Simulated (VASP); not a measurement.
## NaHfO: relaxation of cell and atoms with PBE

Crystal: NaHfO.

```
CELL_PARAMETERS angstrom
5.51551 0.00000 0.00000
0.00000 5.51551 0.00000
0.00000 0.00000 4.18902
ATOMIC_POSITIONS crystal
Na 0.50000 0.50000 0.76988
Na 0.50000 0.50000 0.23012
Hf 0.50000 0.00000 0.50000
Hf 0.00000 0.50000 0.50000
O 0.50000 0.00000 0.00000
O 0.00000 0.50000 0.00000
```

The cell was generated, and may not be a known phase.

```
Program                : VASP 6.6.1
Task                   : relaxation of cell and atoms
Functional             : PBE
Potentials or basis    : VASP PAW PBE potentials, release 64 (Na_pv, Hf_pv, O)
Cutoff                 : 600 eV
k mesh                 : 8 × 8 × 10
Occupations            : gaussian, width 0.1 eV
Spin                   : no spin polarisation
Dipole correction      : no
Further INCAR settings : ALGO = Normal; EDIFF = 1e-07; IBRION = 2; EDIFFG = -0.01; NSW = 100; ISIF = 3
```

```yaml
Relaxed_volume: 21.75 Å³/atom
Relaxed_cell: a = 5.603 Å, b = 5.603 Å, c = 4.156 Å, α = 90.00°, β = 90.00°, γ = 90.00°
Space_group_after_relaxing_to_0.1_Å: P4/mmm (No. 123)
Energy_gained_by_relaxing: 2.0 meV/atom
Ionic_steps: 9
Pressure_after_relaxing: 0.0 GPa
Band_gap_on_the_k_mesh: zero (bands 23 and 24 overlap by 0.32 eV)
```

Forces in eV/Å, atoms in the order of the input:
```
Na   0.000  0.000 -0.002
Na   0.000  0.000  0.002
Hf   0.000  0.000  0.000
Hf   0.000  0.000  0.000
O    0.000  0.000  0.000
O    0.000  0.000  0.000
```

The path:
```csv
step,energy change (eV),largest force (eV/Å),pressure (GPa),volume (Å³)
1,0.0000,0.0550,-0.31,127.43
2,0.0002,0.1480,1.33,126.67
3,-0.0048,0.1009,0.48,127.05
4,-0.0083,0.0179,0.37,127.94
5,-0.0109,0.1346,0.19,129.64
6,-0.0119,0.0372,-0.11,130.81
7,-0.0120,0.0051,-0.04,130.52
8,-0.0120,0.0164,0.09,130.43
9,-0.0120,0.0020,0.00,130.49
```

Final structure:
```xyz
6
Lattice="5.6031 0.0000 0.0000 0.0000 5.6031 0.0000 0.0000 0.0000 4.1565" Properties=species:S:1:pos:R:3 pbc="T T T"
Na    2.8016    2.8016    3.1881
Na    2.8016    2.8016    0.9683
Hf    2.8016    0.0000    2.0782
Hf    0.0000    2.8016    2.0782
O     2.8016    0.0000    0.0000
O     0.0000    2.8016    0.0000
```

Levels at points of the mesh, in eV from the Fermi level:
```csv
k point,band 21,band 22,band 23,band 24,band 25,band 26
"(0.00, 0.00, 0.00)",-3.52,-0.84,-0.67,0.97,0.97,1.55
"(0.50, 0.00, 0.00)",-2.24,-1.66,0.16,0.29,0.43,0.96
"(0.50, 0.50, 0.00)",-2.06,-2.06,-0.01,0.49,1.00,1.00
"(0.00, 0.00, 0.50)",-3.23,-0.39,-0.38,1.13,1.71,1.99
"(0.50, 0.00, 0.50)",-2.13,-1.51,0.19,0.41,0.65,1.18
"(0.50, 0.50, 0.50)",-1.64,-1.64,-0.21,1.15,1.15,1.16
```

Run time: 52 min on 1 thread of Intel Xeon 8259CL, on a shared host, peak memory 0.55 GiB.

Caveat: atoms lie so close that the PAW spheres overlap strongly, which falsifies energies and pressures; spin-orbit coupling is left out, which moves the levels of the heavy elements.
